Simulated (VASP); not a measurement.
# BiB2Sb: single point with r2SCAN

Crystal: BiB2Sb.

```
CELL_PARAMETERS angstrom
3.79320 0.00000 0.00000
0.00000 3.79320 0.00000
0.00000 0.00000 5.36456
ATOMIC_POSITIONS crystal
Sb 0.00000 0.00000 0.00000
B 0.00000 0.50000 0.76182
B 0.50000 0.00000 0.23818
Bi 0.50000 0.50000 0.50000
```

```json
{
 "Program": "VASP 6.6.1",
 "Task": "single point",
 "Functional": "r2SCAN",
 "Potentials or basis": "VASP PAW PBE potentials, release 64 (Sb, B, Bi_d)",
 "Cutoff": "520 eV",
 "k mesh": "6 × 6 × 6",
 "Occupations": "gaussian, width 0.01 eV",
 "Spin": "no spin polarisation"
}
```

- Pressure: 0.2 GPa
- Largest force: 0.051 eV/Å
- Band gap on the k mesh: 0.76 eV (least direct gap 0.97 eV)

Forces on the atoms (eV/Å):
```
Sb   0.000  0.000  0.000
B    0.000  0.000 -0.051
B    0.000  0.000  0.051
Bi   0.000  0.000  0.000
```

Levels at points of the mesh, in eV from the valence-band top:
| k point | band 10 | band 11 | band 12 | band 13 | band 14 | band 15 | band 16 | band 17 |
| --- | --- | --- | --- | --- | --- | --- | --- | --- |
| (0.00, 0.00, 0.00) | -3.84 | -0.13 | 0.00 | 0.00 | 0.97 | 1.18 | 1.77 | 3.00 |
| (0.50, 0.00, 0.00) | -4.65 | -4.58 | -2.20 | -1.54 | 2.39 | 2.75 | 4.89 | 5.14 |
| (0.50, 0.50, 0.00) | -4.01 | -3.78 | -3.78 | -3.57 | 0.79 | 0.92 | 0.92 | 1.93 |
| (0.00, 0.00, 0.50) | -2.81 | -2.81 | -2.19 | -2.19 | 0.91 | 1.65 | 3.20 | 3.21 |
| (0.50, 0.00, 0.50) | -2.14 | -1.80 | -1.71 | -1.40 | 0.81 | 1.54 | 4.03 | 4.35 |
| (0.50, 0.50, 0.50) | -4.95 | -4.95 | -4.63 | -4.54 | 3.96 | 4.29 | 4.29 | 4.80 |

Wall time 77 s on 1 thread of Intel(R) Xeon(R) 6975P-C (Granite Rapids), on a shared host, peak memory 0.22 GiB.

Caveat: the PAW data sets were made with another functional, which shifts forces and pressure a little; spin-orbit coupling is left out, which moves the levels of the heavy elements. A k mesh can miss the band edges.
